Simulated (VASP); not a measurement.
Set up this calculation in VASP 6.6.1, as the native input.

| Property | Result |
| --- | --- |
| Task | single point |
| Functional | LDA |
| Potentials or basis | VASP PAW LDA potentials, release 64 (Rb_sv) |
| Cutoff | 500 eV |
| k mesh | 7 × 7 × 7 |
| Occupations | tetrahedron |
| Spin | no spin polarisation |
| Dipole correction | no |
| Further INCAR settings | ALGO = Normal; EDIFF = 1e-06; NBANDS = 10 |

The structure of Rb lies in POSCAR:

```
Rb
1.0
   -2.9545118600      2.9545118600      2.7308451950
    2.9545118600     -2.9545118600      2.7308451950
    2.9545118600      2.9545118600     -2.7308451950
Rb
1
Direct
    0.0000000000      0.0000000000      0.0000000000
```

One way to write it, as run:

INCAR

```
PREC = Accurate
ENCUT = 500
EDIFF = 1E-6
ISMEAR = -5
SIGMA = 0.1
LREAL = False
LASPH = True
NELM = 120
ALGO = Normal
ISIF = 2
LWAVE = False
LCHARG = False
NBANDS = 10
GGA_COMPAT = False
```

KPOINTS

```
Automatic mesh
0
Gamma
  7 7 7
```

Potentials or basis: VASP PAW LDA potentials, release 64 (Rb_sv).

Launch:

```sh
$ cat potpaw_LDA.64/Rb_sv/POTCAR > POTCAR
$ mpirun -np 1 vasp_std > vasp.out
```

Results of the run:

- Pressure: -0.5 GPa
- Band gap on the k mesh: zero (an odd number of electrons rules out a gap without spin polarisation)

Caveat: tetrahedron occupations give inexact forces and stress in metals.

It took 15 s on 1 thread of Intel(R) Xeon(R) Platinum 8488C (Sapphire Rapids), on a shared host, peak memory 0.18 GiB.
